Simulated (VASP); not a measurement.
# Be3ZnO (P-6m2) in VASP: a series of runs

Runs on Be3ZnO. Level: PBE. Tasks: single point, relaxation of cell and atoms.

Program: VASP 6.6.1. These are calculated values, not measurements. Logs are shortened: lines on timing, memory, paths and dates and some standing lists are left out, and cuts for length are marked.

## (1) The cell of the first run

The structure is hexagonal, space group P-6m2 (No. 187). The conventional cell has a = 3.275 Å, b = 3.275 Å, c = 5.575 Å, α = 90.00°, β = 90.00°, γ = 120.00°. Be (site symmetry 3m) has 1 Be at 1.95 Å and 3 O at 2.13 Å within 2.6 Å. Be (site symmetry -6m2) has 3 Zn at 1.89 Å within 2.5 Å. Within 2.5 Å of Zn (site symmetry -6m2) lie 3 Be at 1.89 Å. O (site symmetry -6m2) has 8 Be at 2.13 to 2.79 Å within 2.8 Å.

## (2) Single point, PBE, collinear spin, ferromagnetic start

INCAR

```
SYSTEM = Be3ZnO
PREC     = Accurate       ! precision mode
ENCUT    = 520            ! plane-wave cutoff, eV
EDIFF    = 1E-6           ! SCF threshold, eV
ISMEAR   = 0              ! smearing method
SIGMA    = 0.1            ! smearing width, eV
LREAL    = .False.        ! projectors in reciprocal space
LASPH    = .True.         ! aspherical terms in the spheres
NELM     = 150            ! most SCF steps
ALGO     = Normal         ! electronic algorithm
ISIF     = 2              ! what is computed and relaxed
LWAVE    = .False.        ! write WAVECAR
LCHARG   = .False.        ! write CHGCAR
ISPIN    = 2              ! spin polarisation
MAGMOM   = 0 0 0 0 1      ! initial moments
LORBIT   = 11             ! projections on sites
GGA      = PE             ! functional
NBANDS   = 24             ! bands
```

KPOINTS

```
regular mesh
0
Gamma
  6 6 4
  0 0 0
```

POSCAR

```
Be3ZnO
1.0
    3.2752578800      0.0000000000      0.0000000000
   -1.6376289400      2.8364565300      0.0000000000
    0.0000000000      0.0000000000      5.5750652800
Be Zn O
3 1 1
Direct
    0.0000000000      0.0000000000      0.1752381600
    0.0000000000      0.0000000000      0.8247618400
    0.3333333300      0.6666666700      0.5000000000
    0.6666666700      0.3333333300      0.5000000000
    0.3333333300      0.6666666700      0.0000000000
```

Potentials or basis: VASP PAW PBE potentials, release 64 (Be, Zn, O).

On the command line:

```sh
> cat potpaw_PBE.64/Be/POTCAR potpaw_PBE.64/Zn/POTCAR potpaw_PBE.64/O/POTCAR > POTCAR
> mpirun -np 1 vasp_std > vasp.out
```

OUTCAR:

```text
SYSTEM = Be3ZnO
   PREC = Accurate
   ENCUT = 520
   EDIFF = 1E-6
   ISMEAR = 0
   LREAL = .False.
   LASPH = .True.
   NELM = 150
   ISIF = 2
   ISPIN = 2
   LORBIT = 11
   GGA = PE

 ion  position               nearest neighbor table
   1  0.000  0.000  0.175-   2 1.95   5 2.13   5 2.13   5 2.13   4 2.62   4 2.62   4 2.62
   2  0.000  0.000  0.825-   1 1.95   5 2.13   5 2.13   5 2.13   4 2.62   4 2.62   4 2.62
   3  0.333  0.667  0.500-   4 1.89   4 1.89   4 1.89
   4  0.667  0.333  0.500-   3 1.89   3 1.89   3 1.89   1 2.62   2 2.62   1 2.62   2 2.62   1 2.62
                             2 2.62
   5  0.333  0.667  0.000-   1 2.13   2 2.13   1 2.13   2 2.13   1 2.13   2 2.13

  LATTYP: Found a hexagonal cell.
 ALAT       =     3.2752578800
 C/A-ratio  =     1.7021759764

  Lattice vectors:

 A1 = (   3.2752578800,   0.0000000000,   0.0000000000)
 A2 = (  -1.6376289400,   2.8364565300,   0.0000000000)
 A3 = (   0.0000000000,   0.0000000000,   5.5750652800)

Analysis of symmetry for initial positions (statically):
=====================================================================
 Subroutine PRICEL returns:
 Original cell was already a primitive cell.

 Routine SETGRP: Setting up the symmetry group for a
 hexagonal supercell.

 Subroutine GETGRP returns: Found 12 space group operations
 (whereof 12 operations were pure point group operations)
 out of a pool of 24 trial point group operations.

The static configuration has the point symmetry D_3h.

Analysis of symmetry for dynamics (positions and initial velocities):
=====================================================================
 Subroutine PRICEL returns:
 Original cell was already a primitive cell.

 Routine SETGRP: Setting up the symmetry group for a
 hexagonal supercell.

 Subroutine GETGRP returns: Found 12 space group operations
 (whereof 12 operations were pure point group operations)
 out of a pool of 24 trial point group operations.

The dynamic configuration has the point symmetry D_3h.

Analysis of structural, dynamic, and magnetic symmetry:
=====================================================================
 Subroutine PRICEL returns:
 Original cell was already a primitive cell.

 Routine SETGRP: Setting up the symmetry group for a
 hexagonal supercell.

 Subroutine GETGRP returns: Found 12 space group operations
 (whereof 12 operations were pure point group operations)
 out of a pool of 24 trial point group operations.

The overall configuration has the point symmetry D_3h.

 Subroutine INISYM returns: Found 12 space group operations
 (whereof 12 operations are pure point group operations),
 and found     1 'primitive' translations

----------------------------------------------------------------------------------------

                                     Primitive cell

  volume of cell :      51.7931

  direct lattice vectors                    reciprocal lattice vectors
     3.275257880  0.000000000  0.000000000     0.305319470  0.176276278  0.000000000
    -1.637628940  2.836456530  0.000000000     0.000000000  0.352552556  0.000000000
     0.000000000  0.000000000  5.575065280     0.000000000  0.000000000  0.179370097

  length of vectors
     3.275257880  3.275257882  5.575065280     0.352552556  0.352552556  0.179370097

  position of ions in fractional coordinates (direct lattice)
     0.000000000  0.000000000  0.175238160
     0.000000000  0.000000000  0.824761840
     0.333333330  0.666666670  0.500000000
     0.666666670  0.333333330  0.500000000
     0.333333330  0.666666670  0.000000000

  ion indices of the primitive-cell ions
   primitive index   ion index
                 1           1
                 2           2
                 3           3
                 4           4
                 5           5

----------------------------------------------------------------------------------------

 KPOINTS: regular mesh

Automatic generation of k-mesh.
 Grid dimensions read from file:
 generate k-points for:    6    6    4

 Generating k-lattice:

  Cartesian coordinates                     Fractional coordinates (reciprocal lattice)
     0.050886578  0.029379380  0.000000000     0.166666667  0.000000000  0.000000000
     0.000000000  0.058758759  0.000000000     0.000000000  0.166666667  0.000000000
     0.000000000  0.000000000  0.044842524     0.000000000  0.000000000  0.250000000

  Length of vectors
     0.058758759  0.058758759  0.044842524

  Shift w.r.t. Gamma in fractional coordinates (k-lattice)
     0.000000000  0.000000000  0.000000000

 Subroutine IBZKPT returns following result:
 ===========================================

 Found     21 irreducible k-points:

 Following reciprocal coordinates:
            Coordinates               Weight
  0.000000  0.000000  0.000000      1.000000
  0.166667  0.000000  0.000000      6.000000
  0.333333  0.000000  0.000000      6.000000
  0.500000  0.000000  0.000000      3.000000
[... 32 lines left out ...]
   TEBEG  =    0.0;   TEEND  =   0.0 temperature during run
   PSTRESS=    0.0 pullay stress
   NELECT =      24.0000    total number of electrons
   NUPDOWN=      -1.0000    fix difference up-down
   EMIN   =  10.00;   EMAX   =-10.00  energy-range for DOS
   EFERMI =   0.00;   METHOD = LEGACY
   ISMEAR =     0;   SIGMA  =   0.10  broadening in eV -4-tet -1-fermi 0-gaus
   EFERMI_NEDOS =   21; number of points for ismear=-14 and -15
   IALGO  =     38    algorithm
   IMIX   =      4    mixing-type and parameters
     AMIX     =   0.40;   BMIX     =  1.00
     AMIX_MAG =   1.60;   BMIX_MAG =  1.00
  volume/ion in A,a.u.               =      10.36        69.90
  Fermi-wavevector in a.u.,A,eV,Ry     =   1.266839  2.393978 21.835728  1.604881
  Thomas-Fermi vector in A             =   2.400018
   LORBIT       =     11    0 simple, 1 ext, 2 COOP (PROOUT), +10 PAW based schemes
   GGA     = PE    functional components
   LHFCALC =     F    Hartree Fock is set to
   AEXX    =    0.0000 exact exchange contribution
   IVDW    =     0    specifies the selected vdW correction
   LEPSILON=     F    determine dielectric tensor
   LRPA    =     F    only Hartree local field effects (RPA)
 spin polarized calculation
 Gauss-broadening in eV      SIGMA  =   0.10
  energy-cutoff  :      520.00
  volume of cell :       51.79
 maximum number of plane-waves:      1422
   NGX = 13   NGY = 13   NGZ = 21

 number of electron      24.0000020 magnetization       0.0009293

 number of electron      24.0000020 magnetization      -0.0000090

 Free energy of the ion-electron system (eV)
  ---------------------------------------------------
  ext. energy  EPLUGINS =         0.00000000
  ---------------------------------------------------
  free energy    TOTEN  =       -14.73907388 eV

  energy without entropy =      -14.73142285  energy(sigma->0) =      -14.73524836

 E-fermi :   4.5938     XC(G=0): -10.5601

 val. band max:        4.5333892569   @ k =   0.1667   0.0000   0.0000
 cond. band min:       4.6307691200   @ k =   0.1667   0.1667   0.0000
 fundamental gap:      0.0973798630
 Fermi energy:         4.5937942790

 spin component 1

 k-point     1 :       0.0000    0.0000    0.0000
  band No.  band energies     occupation
      1     -14.9064      1.00000
      2      -4.9623      1.00000
      3      -4.1640      1.00000
      4      -4.1640      1.00000
      5      -3.4104      1.00000
      6      -3.4104      1.00000
[... 556 lines left out ...]
     23      17.7324      0.00000
     24      18.1402      0.00000
 Fermi energy:         4.5937942790

 spin component 2

 k-point     1 :       0.0000    0.0000    0.0000
  band No.  band energies     occupation
      1     -14.9063      1.00000
      2      -4.9623      1.00000
      3      -4.1640      1.00000
      4      -4.1640      1.00000
      5      -3.4104      1.00000
      6      -3.4104      1.00000
[... 556 lines left out ...]
     23      17.7323      0.00000
     24      18.1403      0.00000

------------------------ aborting loop because EDIFF is reached ----------------------------------------

  FORCE on cell =-STRESS in cart. coord.  units (eV):
  Direction    XX          YY          ZZ          XY          YZ          ZX
  --------------------------------------------------------------------------------------
  -------------------------------------------------------------------------------------
  Total        1.8248889      1.8248889      3.3545148     -0.0000000      0.0000000     -0.0000000
  in kB       56.4514904     56.4514905    103.7692577     -0.0000000      0.0000000     -0.0000000
  external PRESSURE =      72.2240795 kB  Pullay stress =       0.0000000 kB

 VOLUME and BASIS-vectors are now :
 -----------------------------------------------------------------------------
  energy-cutoff  :      520.00
  volume of cell :       51.79
      direct lattice vectors                 reciprocal lattice vectors
     3.275257880  0.000000000  0.000000000     0.305319470  0.176276278  0.000000000
    -1.637628940  2.836456530  0.000000000     0.000000000  0.352552556  0.000000000
     0.000000000  0.000000000  5.575065280     0.000000000  0.000000000  0.179370097

 POSITION                                       TOTAL-FORCE (eV/Angst)
 -----------------------------------------------------------------------------------
      0.00000      0.00000      0.97696         0.000000     -0.000000      2.640648
      0.00000      0.00000      4.59810         0.000000     -0.000000     -2.640648
     -0.00000      1.89097      2.78753         0.000000     -0.000000      0.000000
      1.63763      0.94549      2.78753        -0.000000     -0.000000      0.000000
     -0.00000      1.89097      0.00000        -0.000000      0.000000      0.000000
 -----------------------------------------------------------------------------------
    total drift:                                0.000009     -0.000006      0.000000

  FREE ENERGIE OF THE ION-ELECTRON SYSTEM (eV)
  ---------------------------------------------------
  free  energy   TOTEN  =       -14.7390738779 eV

  energy  without entropy=      -14.7314228515  energy(sigma->0) =      -14.73524836

 total charge

# of ion       s       p       d       tot
------------------------------------------
    1        0.337   0.437   0.000   0.774
    2        0.337   0.437   0.000   0.774
    3        0.554   0.774   0.000   1.328
    4        0.831   0.767   9.672  11.270
    5        1.597   3.260   0.000   4.857
--------------------------------------------------
tot          3.657   5.674   9.672  19.003

 magnetization (x)

# of ion       s       p       d       tot
------------------------------------------
    1        0.000   0.000   0.000   0.000
    2        0.000   0.000   0.000   0.000
    3        0.000   0.000   0.000   0.000
    4        0.000  -0.000   0.000  -0.000
    5        0.000  -0.000   0.000  -0.000
--------------------------------------------------
tot          0.000  -0.000   0.000   0.000
```

It took 38 s on 1 thread of Intel Xeon Platinum 8259CL at 2.50GHz (Skylake/Cascade Lake), shared host; peak memory 0.2 GiB.

Results:

* Free energy: -14.7391 eV
* Pressure: 7.2 GPa
* Largest force: 2.641 eV/Å
* Band gap on the k mesh: zero (filled and empty bands overlap)
* Net moment: 0.00 μB per cell
* Valence electrons inside the program's atomic spheres: Be 0.77, 1.33; Zn 11.27; O 4.86

Forces on the atoms (eV/Å):
```
Be   0.000  0.000  2.641
Be   0.000  0.000 -2.641
Be   0.000  0.000  0.000
Zn   0.000  0.000  0.000
O    0.000  0.000  0.000
```

Levels at points of the mesh, in eV from the Fermi level:
Spin up:
```csv
k point,band 10,band 11,band 12,band 13,band 14,band 15
"(0.00, 0.00, 0.00)",-4.20,-1.19,-1.18,4.84,4.84,5.11
"(0.50, 0.00, 0.00)",-5.01,-4.45,-0.37,1.03,1.81,2.09
"(0.00, 0.00, 0.50)",-4.20,-3.98,-0.46,4.91,4.91,5.53
"(0.50, 0.00, 0.50)",-4.93,-2.53,-0.77,0.68,1.24,2.65
```
Spin down:
```
           k point  band 10  band 11  band 12  band 13  band 14  band 15
(0.00, 0.00, 0.00)    -4.20    -1.19    -1.18     4.84     4.84     5.11
(0.50, 0.00, 0.00)    -5.01    -4.45    -0.37     1.03     1.81     2.09
(0.00, 0.00, 0.50)    -4.20    -3.98    -0.46     4.91     4.91     5.53
(0.50, 0.00, 0.50)    -4.93    -2.53    -0.77     0.68     1.24     2.65
```

Caveat: the k points lie up to 0.37 Å⁻¹ apart; forces of over 1 eV/Å act on the atoms, so gaps and moduli don't describe the material at rest.

## (3) Single point, PBE

This run uses another cell than the first one, of 10.28 Å³/atom, 0.992 times its volume.

INCAR

```
SYSTEM = Be3ZnO
PREC = Accurate
ENCUT = 520
EDIFF = 1E-6
ISMEAR = 0
SIGMA = 0.1
LREAL = .False.
LASPH = .True.
NELM = 60
ALGO = Normal
ISIF = 2
LWAVE = .False.
LCHARG = .True.
GGA = PE
LELF = .True.
LVHAR = .True.
NBANDS = 20
```

KPOINTS

```
regular mesh
0
Gamma
  12 12 10
  0 0 0
```

POSCAR

```
Be3ZnO
1.0
    3.7750174356      0.0000000000      0.0000000000
   -1.8875087178      3.2692609990      0.0000000000
    0.0000000000      0.0000000000      4.1647566467
Be Zn O
3 1 1
Direct
    0.0000000000      0.0000000000      0.2696793295
    0.0000000000      0.0000000000      0.7303206705
    0.3333333333      0.6666666667      0.5000000000
    0.6666666667      0.3333333333      0.5000000000
    0.3333333333      0.6666666667      0.0000000000
```

Potentials or basis: VASP PAW PBE potentials, release 64 (Be, Zn, O).

On the command line:

```sh
> cat potpaw_PBE.64/Be/POTCAR potpaw_PBE.64/Zn/POTCAR potpaw_PBE.64/O/POTCAR > POTCAR
> mpirun -np 1 vasp_std > vasp.out
```

Wall time 96 s (1 thread of Intel Xeon Platinum 8259CL at 2.50GHz (Skylake/Cascade Lake), shared host); peak memory 0.25 GiB.

It converged, with:

* Free energy: -16.6495 eV
* Pressure: 0.2 GPa
* Largest force: 0.030 eV/Å
* Band gap on the k mesh: zero (band 12 reaches 6.16 eV, above the bottom of band 13 at 3.57 eV)

Forces in eV/Å, atoms in the order of the input:
```
Be   0.000  0.000 -0.030
Be   0.000  0.000  0.030
Be   0.000  0.000  0.000
Zn   0.000  0.000  0.000
O    0.000  0.000  0.000
```

Stress tensor (GPa, compression positive):
```
0.21 0.00 0.00
0.00 0.21 0.00
0.00 0.00 0.10
```

Levels at points of the mesh, in eV from the Fermi level:
| k point | band 9 | band 10 | band 11 | band 12 | band 13 | band 14 | band 15 | band 16 |
| --- | --- | --- | --- | --- | --- | --- | --- | --- |
| (0.00, 0.00, 0.00) | -3.55 | -3.55 | -0.65 | 1.18 | 1.18 | 2.71 | 3.15 | 3.15 |
| (0.50, 0.00, 0.00) | -4.87 | -4.70 | -3.25 | -0.28 | 1.43 | 2.13 | 3.12 | 5.55 |
| (0.00, 0.00, 0.50) | -3.37 | -3.10 | -2.70 | 1.77 | 1.77 | 2.51 | 2.51 | 4.23 |
| (0.50, 0.00, 0.50) | -5.69 | -3.70 | -1.91 | -1.82 | 0.03 | 1.96 | 4.39 | 5.78 |

## (4) Relaxation of cell and atoms, PBE

This run uses another cell than the first one, of 10.29 Å³/atom, 0.993 times its volume.

INCAR

```
PREC = Accurate ; ENCUT = 600
EDIFF = 1E-6 ; ISMEAR = 0
SIGMA = 0.1 ; LREAL = False
LASPH = True ; NELM = 80
ALGO = Normal ; ISIF = 3
LWAVE = False ; LCHARG = False
GGA = PE ; IBRION = 2
NSW = 100 ; EDIFFG = -0.01
```

KPOINTS

```
regular mesh
0
Gamma
  12 12 10
```

POSCAR

```
Be3ZnO
1.0
    3.7733084447      0.0000000000      0.0000000000
   -1.8866542223      3.2677809694      0.0000000000
    0.0000000000      0.0000000000      4.1708308356
Be Zn O
3 1 1
Direct
    0.0000000000      0.0000000000      0.2696345034
    0.0000000000      0.0000000000      0.7303654966
    0.3333333333      0.6666666667      0.5000000000
    0.6666666667      0.3333333333      0.5000000000
    0.3333333333      0.6666666667      0.0000000000
```

On the command line:

```sh
> cat potpaw_PBE.64/Be/POTCAR potpaw_PBE.64/Zn/POTCAR potpaw_PBE.64/O/POTCAR > POTCAR
> mpirun -np 1 vasp_std > vasp.out
```

It took 3.8 min on 1 thread of Intel Xeon Platinum 8259CL at 2.50GHz (Skylake/Cascade Lake), shared host; peak memory 0.28 GiB.

Results (log left out):

```
Free energy                            : -16.6506 eV
Relaxed volume                         : 10.29 Å³/atom
Relaxed cell                           : a = 3.778 Å, b = 3.778 Å, c = 4.163 Å, α = 90.00°, β = 90.00°, γ = 120.00°
Space group after relaxing (to 0.05 Å) : P-6m2 (No. 187)
Energy gained by relaxing              : 0.0 meV/atom
Ionic steps                            : 4
Pressure after relaxing                : 0.0 GPa
Band gap on the k mesh                 : zero (band 12 reaches 6.15 eV, above the bottom of band 13 at 3.57 eV)
```

Step by step:
```
step  energy change (eV)  largest force (eV/Å)  pressure (GPa)  volume (Å³)
   1              0.0000                0.0175            0.06        51.43
   2             -0.0001                0.0035           -0.03        51.46
   3             -0.0001                0.0081           -0.09        51.48
   4             -0.0002                0.0010            0.04        51.44
```

Final structure:
```xyz
5
Lattice="3.7776 0.0000 0.0000 -1.8888 3.2715 0.0000 0.0000 0.0000 4.1625" Properties=species:S:1:pos:R:3 pbc="T T T"
Be   -1.8888    3.2715    1.1210
Be    0.0000    0.0000    3.0415
Be    0.0000    2.1810    2.0813
Zn    1.8888    1.0905    2.0813
O     0.0000    2.1810    0.0000
```

Levels at points of the mesh, in eV from the Fermi level:
| k point | band 9 | band 10 | band 11 | band 12 | band 13 | band 14 | band 15 | band 16 |
| --- | --- | --- | --- | --- | --- | --- | --- | --- |
| (0.00, 0.00, 0.00) | -3.56 | -3.56 | -0.65 | 1.18 | 1.18 | 2.72 | 3.15 | 3.15 |
| (0.50, 0.00, 0.00) | -4.87 | -4.70 | -3.24 | -0.27 | 1.42 | 2.14 | 3.12 | 5.56 |
| (0.00, 0.00, 0.50) | -3.37 | -3.10 | -2.70 | 1.78 | 1.78 | 2.51 | 2.51 | 4.23 |
| (0.50, 0.00, 0.50) | -5.69 | -3.70 | -1.90 | -1.82 | 0.03 | 1.95 | 4.38 | 5.79 |

## (5) Summary

```tsv
task	spin	cell	k mesh	cutoff (eV)	gap on the mesh (eV)	pressure (GPa)	largest force (eV/Å)
single point	collinear, ferromagnetic start	a = 3.275, b = 3.275, c = 5.575 Å, angles 90.0, 90.0, 120.0°, 5 atoms	6 × 6 × 4	520	none	7.2	2.64
single point	off	a = 3.775, b = 3.775, c = 4.165 Å, angles 90.0, 90.0, 120.0°, 5 atoms	12 × 12 × 10	520	none	0.2	0.03
relaxation of cell and atoms	off	relaxed from a = 3.773, b = 3.773, c = 4.171 Å, angles 90.0, 90.0, 120.0°, 5 atoms	12 × 12 × 10	600	none	0.0	-
```

Alike in all rows: level PBE; potentials or basis VASP PAW PBE potentials, release 64 (Be, Zn, O); smearing gaussian 0.1 eV.

Caveats: some runs use coarse meshes; forces of over 1 eV/Å act on the atoms, so gaps and moduli don't describe the material at rest (some runs).

Absolute energies hang on the potentials; compare differences alone.
